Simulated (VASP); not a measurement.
# PbSe (Fm-3m) in VASP: single point with PBEsol

Aim: the single point of PbSe with PBEsol.

Everything below comes from runs of VASP 6.6.1. Logs are shortened: lines on timing, memory, paths and dates and some standing lists are left out, and cuts for length are marked.

## Step 1: The cell of the first run

The structure is cubic, space group Fm-3m (No. 225). Conventional cell: a = 6.103 Å, b = 6.103 Å, c = 6.103 Å, α = 90.00°, β = 90.00°, γ = 90.00°. Within 4.0 Å of Pb (site symmetry m-3m) lie 6 Se at 3.05 Å. Se (site symmetry m-3m) has 6 Pb at 3.05 Å within 4.0 Å.

## Step 2: Single point, PBEsol

The input, INCAR:

```
SYSTEM = PbSe
PREC = Accurate
ENCUT = 520
EDIFF = 1E-7
ISMEAR = -1
SIGMA = 0.08
LREAL = .FALSE.
LASPH = .TRUE.
NELM = 60
ALGO = Normal
ISIF = 2
LWAVE = .FALSE.
LCHARG = .FALSE.
GGA = PS
NBANDS = 17
```

The input, KPOINTS:

```
Automatic mesh
0
G
  14 14 14
  0 0 0
```

The input, POSCAR:

```
PbSe
1.0
    0.0000000000      3.0514615371      3.0514615371
    3.0514615371      0.0000000000      3.0514615371
    3.0514615371      3.0514615371      0.0000000000
Pb Se
1 1
Direct
    0.0000000000      0.0000000000      0.0000000000
    0.5000000000      0.5000000000      0.5000000000
```

Potentials or basis: VASP PAW PBE potentials, release 64 (Pb_d, Se).

Command:

```sh
$ cat potpaw_PBE.64/Pb_d/POTCAR potpaw_PBE.64/Se/POTCAR > POTCAR
$ mpirun -np 1 vasp_std > vasp.out
```

OUTCAR:

```text
SYSTEM = PbSe
   PREC = Accurate
   ENCUT = 520
   EDIFF = 1E-7
   ISMEAR = -1
   LREAL = .FALSE.
   LASPH = .TRUE.
   NELM = 60
   ISIF = 2
   GGA = PS

 ion  position               nearest neighbor table
   1  0.000  0.000  0.000-   2 3.05   2 3.05   2 3.05   2 3.05   2 3.05   2 3.05
   2  0.500  0.500  0.500-   1 3.05   1 3.05   1 3.05   1 3.05   1 3.05   1 3.05

  LATTYP: Found a face centered cubic cell.
 ALAT       =     6.1029230742

  Lattice vectors:

 A1 = (   0.0000000000,   3.0514615371,   3.0514615371)
 A2 = (   3.0514615371,   0.0000000000,   3.0514615371)
 A3 = (   3.0514615371,   3.0514615371,   0.0000000000)

Analysis of symmetry for initial positions (statically):
=====================================================================
 Subroutine PRICEL returns:
 Original cell was already a primitive cell.

 Routine SETGRP: Setting up the symmetry group for a
 face centered cubic supercell.

 Subroutine GETGRP returns: Found 48 space group operations
 (whereof 48 operations were pure point group operations)
 out of a pool of 48 trial point group operations.

The static configuration has the point symmetry O_h .

Analysis of symmetry for dynamics (positions and initial velocities):
=====================================================================
 Subroutine PRICEL returns:
 Original cell was already a primitive cell.

 Routine SETGRP: Setting up the symmetry group for a
 face centered cubic supercell.

 Subroutine GETGRP returns: Found 48 space group operations
 (whereof 48 operations were pure point group operations)
 out of a pool of 48 trial point group operations.

The dynamic configuration has the point symmetry O_h .

 Subroutine INISYM returns: Found 48 space group operations
 (whereof 48 operations are pure point group operations),
 and found     1 'primitive' translations

----------------------------------------------------------------------------------------

                                     Primitive cell

  volume of cell :      56.8269

  direct lattice vectors                    reciprocal lattice vectors
     0.000000000  3.051461537  3.051461537    -0.163855908  0.163855908  0.163855908
     3.051461537  0.000000000  3.051461537     0.163855908 -0.163855908  0.163855908
[... 75 lines left out ...]
 SYSTEM =  PbSe
   PREC   = accura    normal or accurate (medium, high low for compatibility)
   ISTART =      0    job   : 0-new  1-cont  2-samecut
   ICHARG =      2    charge: 1-file 2-atom 10-const
   ISPIN  =      1    spin polarized calculation?
   LNONCOLLINEAR =      F non collinear calculations
   LSORBIT =      F    spin-orbit coupling
   LASPH  =      T    aspherical Exc in radial PAW
   ENCUT  =  520.0 eV  38.22 Ry    6.18 a.u.   8.02  8.02  8.02*2*pi/ulx,y,z
   NELM   =     60;   NELMIN=  2; NELMDL= -5     # of ELM steps
   EDIFF  = 0.1E-06   stopping-criterion for ELM
   LREAL  =      F    real-space projection
   EDIFFG = 0.1E-05   stopping-criterion for IOM
   NSW    =      0    number of steps for IOM
   IBRION =     -1    ionic relax: 0-MD 1-quasi-New 2-CG
   NFREE  =      0    steps in history (QN), initial steepest desc. (CG)
   ISIF   =      2    stress and relaxation
   ISYM   =      2    0-nonsym 1-usesym 2-fastsym
   POTIM  = 0.5000    time-step for ionic-motion
   TEBEG  =    0.0;   TEEND  =   0.0 temperature during run
   PSTRESS=    0.0 pullay stress
   NELECT =      20.0000    total number of electrons
   NUPDOWN=      -1.0000    fix difference up-down
   EMIN   =  10.00;   EMAX   =-10.00  energy-range for DOS
   EFERMI =   0.00;   METHOD = LEGACY
   ISMEAR =    -1;   SIGMA  =   0.08  broadening in eV -4-tet -1-fermi 0-gaus
   EFERMI_NEDOS =   21; number of points for ismear=-14 and -15
   IALGO  =     38    algorithm
   IMIX   =      4    mixing-type and parameters
     AMIX     =   0.40;   BMIX     =  1.00
     AMIX_MAG =   1.60;   BMIX_MAG =  1.00
  volume/ion in A,a.u.               =      28.41       191.74
  Fermi-wavevector in a.u.,A,eV,Ry     =   1.155847  2.184234 18.177135  1.335982
  Thomas-Fermi vector in A             =   2.292472
   LORBIT       =      0    0 simple, 1 ext, 2 COOP (PROOUT), +10 PAW based schemes
   GGA     = PS    functional components
   LHFCALC =     F    Hartree Fock is set to
   AEXX    =    0.0000 exact exchange contribution
   IVDW    =     0    specifies the selected vdW correction
   LEPSILON=     F    determine dielectric tensor
   LRPA    =     F    only Hartree local field effects (RPA)
 non-spin polarized calculation
  energy-cutoff  :      520.00
  volume of cell :       56.83
 maximum number of plane-waves:      1552
   NGX = 17   NGY = 17   NGZ = 17

 number of electron      20.0000003 magnetization

 Free energy of the ion-electron system (eV)
  ---------------------------------------------------
  ext. energy  EPLUGINS =         0.00000000
  ---------------------------------------------------
  free energy    TOTEN  =        -8.91656105 eV

  energy without entropy =       -8.91605248  energy(sigma->0) =       -8.91630677

 E-fermi :   5.1243     XC(G=0):  -9.7604

 val. band max:        5.0304912247   @ k =   0.5000   0.0000   0.0000
 cond. band min:       5.2022576736   @ k =   0.5000   0.0000   0.0000
 fundamental gap:      0.1717664489
 Fermi energy:         5.1242554179

 k-point     1 :       0.0000    0.0000    0.0000
  band No.  band energies     occupation
      1     -11.7385      2.00000
      2     -11.7385      2.00000
      3     -11.7385      2.00000
      4     -11.7373      2.00000
      5     -11.7373      2.00000
      6      -8.6604      2.00000
[... 457 lines left out ...]
      4     -11.7211      2.00000
      5     -11.7149      2.00000
      6      -8.1074      2.00000
[... 9 lines left out ...]
     16      13.8074      0.00000
     17      15.4004      0.00000

 [... further k-points ...]
[... 5 lines left out ...]
  --------------------------------------------------------------------------------------
  -------------------------------------------------------------------------------------
  Total       -0.0011436     -0.0011436     -0.0011436     -0.0000000     -0.0000000      0.0000000
  in kB       -0.0322432     -0.0322432     -0.0322432     -0.0000000     -0.0000000      0.0000000
  external PRESSURE =      -0.0322432 kB  Pullay stress =       0.0000000 kB

 VOLUME and BASIS-vectors are now :
 -----------------------------------------------------------------------------
  energy-cutoff  :      520.00
  volume of cell :       56.83
      direct lattice vectors                 reciprocal lattice vectors
     0.000000000  3.051461537  3.051461537    -0.163855908  0.163855908  0.163855908
     3.051461537  0.000000000  3.051461537     0.163855908 -0.163855908  0.163855908
     3.051461537  3.051461537  0.000000000     0.163855908  0.163855908 -0.163855908

 POSITION                                       TOTAL-FORCE (eV/Angst)
 -----------------------------------------------------------------------------------
      0.00000      0.00000      0.00000         0.000000      0.000000      0.000000
      3.05146      3.05146      3.05146        -0.000000     -0.000000     -0.000000
 -----------------------------------------------------------------------------------
    total drift:                                0.000000     -0.000000     -0.000000

  FREE ENERGIE OF THE ION-ELECTRON SYSTEM (eV)
  ---------------------------------------------------
  free  energy   TOTEN  =        -8.9165610511 eV

  energy  without entropy=       -8.9160524811  energy(sigma->0) =       -8.91630677
```

OSZICAR:

```text
N       E                     dE             d eps       ncg     rms          rms(c)
DAV:   1     0.158828272117E+03    0.15883E+03   -0.95048E+03  3536   0.120E+03
DAV:   2     0.242246479565E+01   -0.15641E+03   -0.15106E+03  3756   0.313E+02
DAV:   3    -0.890525132708E+01   -0.11328E+02   -0.11239E+02  4509   0.889E+01
DAV:   4    -0.916921824220E+01   -0.26397E+00   -0.26370E+00  4419   0.150E+01
DAV:   5    -0.917784372145E+01   -0.86255E-02   -0.86251E-02  5060   0.265E+00    0.268E+00
DAV:   6    -0.892355920969E+01    0.25428E+00   -0.61735E-01  5477   0.577E+00    0.152E+00
DAV:   7    -0.891620598397E+01    0.73532E-02   -0.99994E-02  4344   0.159E+00    0.800E-01
DAV:   8    -0.891687985219E+01   -0.67387E-03   -0.10047E-02  4389   0.109E+00    0.129E-01
DAV:   9    -0.891654118037E+01    0.33867E-03   -0.21996E-03  5477   0.440E-01    0.450E-02
DAV:  10    -0.891656207675E+01   -0.20896E-04   -0.14714E-04  4149   0.707E-02    0.161E-02
DAV:  11    -0.891656111851E+01    0.95824E-06   -0.29392E-05  4974   0.539E-02    0.570E-03
DAV:  12    -0.891656105245E+01    0.66059E-07   -0.17972E-06  4727   0.137E-02    0.121E-03
DAV:  13    -0.891656105112E+01    0.13274E-08   -0.53916E-08  2859   0.321E-03
   1 F= -.89165611E+01 E0= -.89163068E+01  d E =-.508570E-03
```

stdout:

```text
POSCAR found type information on POSCAR PbSe
 POSCAR found :  2 types and       2 ions
 scaLAPACK will be used
 -----------------------------------------------------------------------------
|                                                                             |
|                                                                             |
|     You enforced a specific xc type in the INCAR file but a different       |
|     I HOPE YOU KNOW WHAT YOU ARE DOING!                                     |
|                                                                             |
 -----------------------------------------------------------------------------

 LDA part: xc-table for (Slater+PW92), standard interpolation
 POSCAR, INCAR and KPOINTS ok, starting setup
 FFT: planning ... GRIDC
 FFT: planning ... GRID_SOFT
 FFT: planning ... GRID
 WAVECAR not read
 entering main loop
```

Wall time 2 min (1 thread of Intel Xeon 8259CL, shared host); peak memory 0.25 GiB.

What came out:

- Free energy: -8.9166 eV
- Pressure: 0.0 GPa
- Band gap on the k mesh: 0.17 eV

Caveat: the PAW data sets were made with another functional, which shifts forces and pressure a little; spin-orbit coupling is left out, which moves the levels of the heavy elements.
